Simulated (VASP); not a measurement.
# As in VASP: single point with PBE+D3(BJ)

Aim: the single point of As with PBE+D3(BJ).

Program: VASP 6.6.1. These are calculated values, not measurements. Logs are shortened: lines on timing, memory, paths and dates and some standing lists are left out, and cuts for length are marked.

**1. The cell of the first run**

The cell holds a slab with vacuum, 4 atoms: a = 3.572 Å, b = 3.572 Å, c = 20.295 Å, α = 90.00°, β = 90.00°, γ = 120.00°.

**2. Single point, PBE+D3(BJ)**

Input file INCAR:

```
ALGO = Normal ; DIPOL = 0.5 0.5 0.371
EDIFF = 1E-7 ; ENCUT = 520
GGA = PE ; IDIPOL = 3
ISIF = 2 ; ISMEAR = 0
IVDW = 12 ; LASPH = T
LCHARG = F ; LDIPOL = T
LREAL = F ; LWAVE = F
NBANDS = 18 ; NELM = 100
PREC = Accurate ; SIGMA = 0.05
```

Input file KPOINTS:

```
k-points
0
Gamma
  9 9 1
```

Input file POSCAR:

```
As
1.0
    3.5716242608      0.0000000000      0.0000000000
   -1.7858121304      3.0931173426      0.0000000000
    0.0000000000      0.0000000000     20.2951239197
As
4
Direct
    0.3333333333      0.6666666667      0.2217281362
    0.6666666667      0.3333333333      0.2905900936
    0.8333333333      0.6666666667      0.4517125392
    0.5000000000      1.0000000000      0.5205744967
```

Potentials or basis: VASP PAW PBE potentials, release 64 (As).

Run with:

```console
cat potpaw_PBE.64/As/POTCAR > POTCAR
mpirun -np 1 vasp_std > vasp.out
```

OUTCAR:

```text
EDIFF = 1E-7
   ENCUT = 520
   GGA = PE
   ISIF = 2
   ISMEAR = 0
   IVDW = 12
   LASPH = T
   LREAL = F
   NELM = 100
   PREC = Accurate
 IVDW          = 12

 ion  position               nearest neighbor table
   1  0.333  0.667  0.222-   2 2.49   2 2.49   2 2.49
   2  0.667  0.333  0.291-   1 2.49   1 2.49   1 2.49
   3  0.833  0.667  0.452-   4 2.49   4 2.49   4 2.49
   4  0.500  0.000  0.521-   3 2.49   3 2.49   3 2.49

  LATTYP: Found a hexagonal cell.
 ALAT       =     3.5716242608
 C/A-ratio  =     5.6823233458

  Lattice vectors:

 A1 = (   3.5716242608,   0.0000000000,   0.0000000000)
 A2 = (  -1.7858121304,   3.0931173426,   0.0000000000)
 A3 = (   0.0000000000,   0.0000000000,  20.2951239197)

Analysis of symmetry for initial positions (statically):
=====================================================================
 Subroutine PRICEL returns:
 Original cell was already a primitive cell.

 Routine SETGRP: Setting up the symmetry group for a
 hexagonal supercell.

 Subroutine GETGRP returns: Found  2 space group operations
 (whereof  2 operations were pure point group operations)
 out of a pool of 24 trial point group operations.

The static configuration has the point symmetry C_1h.

Analysis of symmetry for dynamics (positions and initial velocities):
=====================================================================
 Subroutine PRICEL returns:
 Original cell was already a primitive cell.

 Routine SETGRP: Setting up the symmetry group for a
 hexagonal supercell.

 Subroutine GETGRP returns: Found  2 space group operations
 (whereof  2 operations were pure point group operations)
 out of a pool of 24 trial point group operations.

The dynamic configuration has the point symmetry C_1h.

 Subroutine INISYM returns: Found  2 space group operations
 (whereof  2 operations are pure point group operations),
 and found     1 'primitive' translations

----------------------------------------------------------------------------------------

                                     Primitive cell

  volume of cell :     224.2094

  direct lattice vectors                    reciprocal lattice vectors
     3.571624261  0.000000000  0.000000000     0.279984659  0.161649218  0.000000000
    -1.785812130  3.093117343  0.000000000     0.000000000  0.323298436  0.000000000
     0.000000000  0.000000000 20.295123920     0.000000000  0.000000000  0.049272919

  length of vectors
     3.571624261  3.571624261 20.295123920     0.323298436  0.323298436  0.049272919

  position of ions in fractional coordinates (direct lattice)
     0.333333333  0.666666667  0.221728136
     0.666666667  0.333333333  0.290590094
     0.833333333  0.666666667  0.451712539
     0.500000000  0.000000000  0.520574497

  ion indices of the primitive-cell ions
   primitive index   ion index
                 1           1
                 2           2
                 3           3
                 4           4

----------------------------------------------------------------------------------------

 KPOINTS: k-points

Automatic generation of k-mesh.
 Grid dimensions read from file:
 generate k-points for:    9    9    1

 Generating k-lattice:

  Cartesian coordinates                     Fractional coordinates (reciprocal lattice)
     0.031109407  0.017961024  0.000000000     0.111111111 -0.000000000  0.000000000
     0.000000000  0.035922048  0.000000000     0.000000000  0.111111111  0.000000000
     0.000000000  0.000000000  0.049272919     0.000000000  0.000000000  1.000000000

  Length of vectors
     0.035922048  0.035922048  0.049272919

  Shift w.r.t. Gamma in fractional coordinates (k-lattice)
     0.000000000  0.000000000  0.000000000

 Subroutine IBZKPT returns following result:
 ===========================================

 Found     25 irreducible k-points:

 Following reciprocal coordinates:
            Coordinates               Weight
  0.000000  0.000000  0.000000      1.000000
  0.111111  0.000000  0.000000      4.000000
  0.000000  0.111111  0.000000      2.000000
  0.222222  0.000000  0.000000      4.000000
  0.000000  0.222222  0.000000      2.000000
  0.333333  0.000000  0.000000      4.000000
[... 16 lines left out ...]
 -0.222222 -0.444444  0.000000      4.000000
  0.444444  0.333333  0.000000      4.000000
   k-points           NKPTS =     25   k-points in BZ     NKDIM =     25   number of bands    NBANDS=     18
   number of dos      NEDOS =    301   number of ions     NIONS =      4
   total plane-waves  NPLWV = 125440
   dimension x,y,z NGX =    28 NGY =   28 NGZ =  160
   dimension x,y,z NGXF=    56 NGYF=   56 NGZF=  320
   ions per type =               4
   NGX,Y,Z   is equivalent  to a cutoff of  13.03, 13.03, 13.11 a.u.
   NGXF,Y,Z  is equivalent  to a cutoff of  26.07, 26.07, 26.21 a.u.
 SYSTEM =  unknown system
   PREC   = accura    normal or accurate (medium, high low for compatibility)
   ISTART =      0    job   : 0-new  1-cont  2-samecut
   ICHARG =      2    charge: 1-file 2-atom 10-const
   ISPIN  =      1    spin polarized calculation?
   LNONCOLLINEAR =      F non collinear calculations
   LSORBIT =      F    spin-orbit coupling
   LASPH  =      T    aspherical Exc in radial PAW
   ENCUT  =  520.0 eV  38.22 Ry    6.18 a.u.   6.64  6.64 37.74*2*pi/ulx,y,z
   NELM   =    100;   NELMIN=  2; NELMDL= -5     # of ELM steps
   EDIFF  = 0.1E-06   stopping-criterion for ELM
   LREAL  =      F    real-space projection
   EDIFFG = 0.1E-05   stopping-criterion for IOM
   NSW    =      0    number of steps for IOM
   IBRION =     -1    ionic relax: 0-MD 1-quasi-New 2-CG
   NFREE  =      0    steps in history (QN), initial steepest desc. (CG)
   ISIF   =      2    stress and relaxation
   ISYM   =      2    0-nonsym 1-usesym 2-fastsym
   POTIM  = 0.5000    time-step for ionic-motion
   TEBEG  =    0.0;   TEEND  =   0.0 temperature during run
   PSTRESS=    0.0 pullay stress
   NELECT =      20.0000    total number of electrons
   NUPDOWN=      -1.0000    fix difference up-down
   EMIN   =  10.00;   EMAX   =-10.00  energy-range for DOS
   EFERMI =   0.00;   METHOD = LEGACY
   ISMEAR =     0;   SIGMA  =   0.05  broadening in eV -4-tet -1-fermi 0-gaus
   EFERMI_NEDOS =   21; number of points for ismear=-14 and -15
   IALGO  =     38    algorithm
   IMIX   =      4    mixing-type and parameters
     AMIX     =   0.40;   BMIX     =  1.00
     AMIX_MAG =   1.60;   BMIX_MAG =  1.00
  volume/ion in A,a.u.               =      56.05       378.26
  Fermi-wavevector in a.u.,A,eV,Ry     =   0.731476  1.382290  7.279899  0.535057
  Thomas-Fermi vector in A             =   1.823703
   LORBIT       =      0    0 simple, 1 ext, 2 COOP (PROOUT), +10 PAW based schemes
   GGA     = PE    functional components
   LHFCALC =     F    Hartree Fock is set to
   AEXX    =    0.0000 exact exchange contribution
   IVDW    =    12    specifies the selected vdW correction
   LEPSILON=     F    determine dielectric tensor
   LRPA    =     F    only Hartree local field effects (RPA)
 non-spin polarized calculation
 Gauss-broadening in eV      SIGMA  =   0.05
  energy-cutoff  :      520.00
  volume of cell :      224.21
 maximum number of plane-waves:      6099
   NGX = 13   NGY = 13   NGZ = 75

 number of electron      20.0000000 magnetization

 dipolmoment           0.000000      0.000000     -0.001628 electrons x Angstroem

 Free energy of the ion-electron system (eV)
  ---------------------------------------------------
  ext. energy  EPLUGINS =         0.00000000
  ---------------------------------------------------
  free energy    TOTEN  =       -18.57114358 eV

  energy without entropy =      -18.57114358  energy(sigma->0) =      -18.57114358

 E-fermi :  -0.9626     XC(G=0):  -4.6503

 val. band max:       -1.2007923263   @ k =  -0.2222   0.1111   0.0000
 cond. band min:      -0.3323077192   @ k =   0.3333   0.0000   0.0000
 fundamental gap:      0.8684846071
 Fermi energy:        -0.9626342034

 k-point     1 :       0.0000    0.0000    0.0000
  band No.  band energies     occupation
      1     -15.2742      2.00000
      2     -15.1630      2.00000
      3      -9.2144      2.00000
      4      -8.5069      2.00000
      5      -2.9652      2.00000
      6      -1.5639      2.00000
[... 10 lines left out ...]
     17       3.2796      0.00000
     18       3.5498      0.00000

 k-point     2 :       0.1111    0.0000    0.0000
  band No.  band energies     occupation
      1     -15.1064      2.00000
      2     -14.9951      2.00000
      3      -9.1644      2.00000
      4      -8.4976      2.00000
      5      -3.1486      2.00000
      6      -2.8681      2.00000
[... 10 lines left out ...]
     17       3.5030      0.00000
     18       3.7607      0.00000

 k-point     3 :       0.0000    0.1111    0.0000
  band No.  band energies     occupation
      1     -15.1062      2.00000
      2     -14.9953      2.00000
      3      -9.1615      2.00000
      4      -8.5006      2.00000
      5      -3.1502      2.00000
      6      -2.9001      2.00000
[... 10 lines left out ...]
     17       3.5033      0.00000
     18       3.7617      0.00000

 k-point     4 :       0.2222    0.0000    0.0000
  band No.  band energies     occupation
      1     -14.6123      2.00000
      2     -14.5005      2.00000
      3      -9.1567      2.00000
      4      -8.6476      2.00000
      5      -4.7909      2.00000
      6      -4.4330      2.00000
[... 375 lines left out ...]
      4     -10.7118      2.00000
      5      -5.7197      2.00000
      6      -5.6008      2.00000
[... 10 lines left out ...]
     17       5.7085      0.00000
     18       6.1027      0.00000

 k-point    23 :      -0.2222   -0.4444    0.0000
  band No.  band energies     occupation
      1     -12.4786      2.00000
      2     -12.3828      2.00000
      3     -10.8397      2.00000
      4     -10.7164      2.00000
      5      -5.7245      2.00000
      6      -5.6054      2.00000
[... 10 lines left out ...]
     17       5.6879      0.00000
     18       6.2118      0.00000

 k-point    24 :       0.4444    0.3333    0.0000
  band No.  band energies     occupation
      1     -12.4897      2.00000
      2     -12.3727      2.00000
      3     -10.8409      2.00000
      4     -10.7151      2.00000
      5      -5.7170      2.00000
      6      -5.6029      2.00000
[... 10 lines left out ...]
     17       5.7084      0.00000
     18       6.0379      0.00000

 [... further k-points ...]

------------------------ aborting loop because EDIFF is reached ----------------------------------------

 vacuum level on the upper side and lower side of the slab       (xc-potential included)        -0.123        -0.096

 Edisp (eV)   -1.09110

 E8    (eV) :    -0.4763

  FORCE on cell =-STRESS in cart. coord.  units (eV):
  Direction    XX          YY          ZZ          XY          YZ          ZX
  --------------------------------------------------------------------------------------
  -------------------------------------------------------------------------------------
  Total       0.25269     0.50472     0.53375     0.00000     0.57448     0.00000
  in kB       1.80571     3.60667     3.81413     0.00000     4.10518     0.00000
  external pressure =        3.08 kB  Pullay stress =        0.00 kB

 VOLUME and BASIS-vectors are now :
 -----------------------------------------------------------------------------
  energy-cutoff  :      520.00
  volume of cell :      224.21
      direct lattice vectors                 reciprocal lattice vectors
     3.571624261  0.000000000  0.000000000     0.279984659  0.161649218  0.000000000
    -1.785812130  3.093117343  0.000000000     0.000000000  0.323298436  0.000000000
     0.000000000  0.000000000 20.295123920     0.000000000  0.000000000  0.049272919

 POSITION                                       TOTAL-FORCE (eV/Angst)
 -----------------------------------------------------------------------------------
     -0.00000      2.06208      4.50000        -0.000000     -0.045036     -0.094048
      1.78581      1.03104      5.89756         0.000000     -0.094202      0.009864
      1.78581      2.06208      9.16756        -0.000000      0.099082     -0.016944
      1.78581      0.00000     10.56512         0.000000      0.040156      0.101129
 -----------------------------------------------------------------------------------
    total drift:                                0.000000      0.000039      0.000053

  FREE ENERGIE OF THE ION-ELECTRON SYSTEM (eV)
  ---------------------------------------------------
  free  energy   TOTEN  =       -19.6622468511 eV

  energy  without entropy=      -19.6622468511  energy(sigma->0) =      -19.66224685

 vacuum level on the upper side and lower side of the slab         3.683         3.713
```

It took 4.6 min on 1 thread of AMD EPYC 7R43 (Zen 3), shared host; peak memory 0.31 GiB.

Results:

- Free energy: -19.6622 eV
- Largest force: 0.109 eV/Å
- Band gap on the k mesh: 0.87 eV, indirect (least direct gap 1.48 eV)
- Dispersion energy per atom: -0.273 eV

Forces in eV/Å, atoms in the order of the input:
```
As   0.000 -0.045 -0.094
As   0.000 -0.094  0.010
As   0.000  0.099 -0.017
As   0.000  0.040  0.101
```
